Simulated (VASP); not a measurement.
## MnS: single point with revPBE+U

Crystal: MnS.

```
CELL_PARAMETERS angstrom
0.00000 2.60450 2.60450
2.60450 0.00000 2.60450
2.60450 2.60450 0.00000
ATOMIC_POSITIONS crystal
Mn 0.00000 0.00000 0.00000
S 0.50000 0.50000 0.50000
```

```json
{
 "Program": "VASP 6.6.1",
 "Task": "single point",
 "Functional": "revPBE",
 "Potentials or basis": "VASP PAW PBE potentials, release 64 (Mn_pv, S)",
 "Cutoff": "520 eV",
 "k mesh": "9 × 9 × 9",
 "Occupations": "tetrahedron",
 "Spin": "collinear spin, ferromagnetic start",
 "Starting moments": "[4.0, 0.0] μB",
 "Hubbard terms": "Mn d U = 4.0 eV"
}
```

```json
{
  "Pressure": "6.5 GPa",
  "Band gap on the k mesh": "0.74 eV (least direct gap 2.74 eV)",
  "Net moment": "5.00 μB per cell",
  "Site moments": "Mn +4.60; S +0.08 μB",
  "Valence electrons inside the program's atomic spheres": "Mn 11.27; S 3.80"
}
```

Levels at points of the mesh, in eV from the valence-band top:
Spin up:
```
           k point  band 10  band 11  band 12  band 13  band 14  band 15
(0.00, 0.00, 0.00)    -1.38    -1.38    -1.38     2.13     8.58     8.58
```
Spin down:
```csv
k point,band 5,band 6,band 7,band 8,band 9,band 10
"(0.00, 0.00, 0.00)",-1.21,-1.21,-1.21,2.22,2.22,2.22
```

Eigenvalues of the final occupation matrices:
```csv
site,spin,trace,eigenvalues
site 1 d,1,4.71,0.93 0.93 0.93 0.96 0.96
site 1 d,2,0.19,0.01 0.01 0.01 0.07 0.07
```

Run time: 94 s on 1 thread of Intel Xeon 8259CL, with other jobs on the host, peak memory 0.19 GiB.

Caveat: the cell stands under pressure; the PAW data sets were made with another functional, which shifts forces and pressure a little; an odd mesh through Γ misses points on the zone boundary, where band edges can lie; a cell with one magnetic atom can't hold antiferromagnetic order, which such compounds often take. The state reached can hang on the start; a lower one may exist.
